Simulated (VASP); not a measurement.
Write the native input for VASP 6.6.1 that does the following.

```yaml
Task: single point
Functional: LDA
Potentials_or_basis: VASP PAW LDA potentials, release 64 (Tl_d)
Cutoff: 520 eV
k_mesh: 13 × 13 × 13
Occupations: fermi-dirac, width 0.05 eV
Spin: no spin polarisation
Dipole_correction: no
Further_INCAR_settings: ALGO = Normal; EDIFF = 1e-06; NBANDS = 12
```

The structure of Tl lies in POSCAR:

```
Tl
1.0
   -1.9021800000      1.9021800000      1.9410000000
    1.9021800000     -1.9021800000      1.9410000000
    1.9021800000      1.9021800000     -1.9410000000
Tl
1
Direct
    0.0000000000      0.0000000000      0.0000000000
```

This cell differs from its parent crystal: equal xx and yy strain of -2 %.

These files were run (other wordings do the same):

INCAR

```
SYSTEM = Tl
PREC = Accurate
ENCUT = 520
EDIFF = 1E-6
ISMEAR = -1
SIGMA = 0.05
LREAL = .FALSE.
LASPH = .TRUE.
NELM = 100
ALGO = Normal
ISIF = 2
LWAVE = .FALSE.
LCHARG = .FALSE.
NBANDS = 12
```

KPOINTS

```
Automatic mesh
0
G
  13 13 13
  0 0 0
```

Potentials or basis: VASP PAW LDA potentials, release 64 (Tl_d).

Run with:

```console
$ cat potpaw_LDA.64/Tl_d/POTCAR > POTCAR
$ mpirun -np 1 vasp_std > vasp.out
```

It gave:

```json
{
 "Pressure": "-1.1 GPa"
}
```

Caveat: the cell differs from its parent crystal (equal xx and yy strain of -2 %).

Run time: 50 s on 1 thread of Intel(R) Xeon(R) Platinum 8259CL CPU @ 2.50GHz (Skylake/Cascade Lake), on a shared host, peak memory 0.19 GiB.
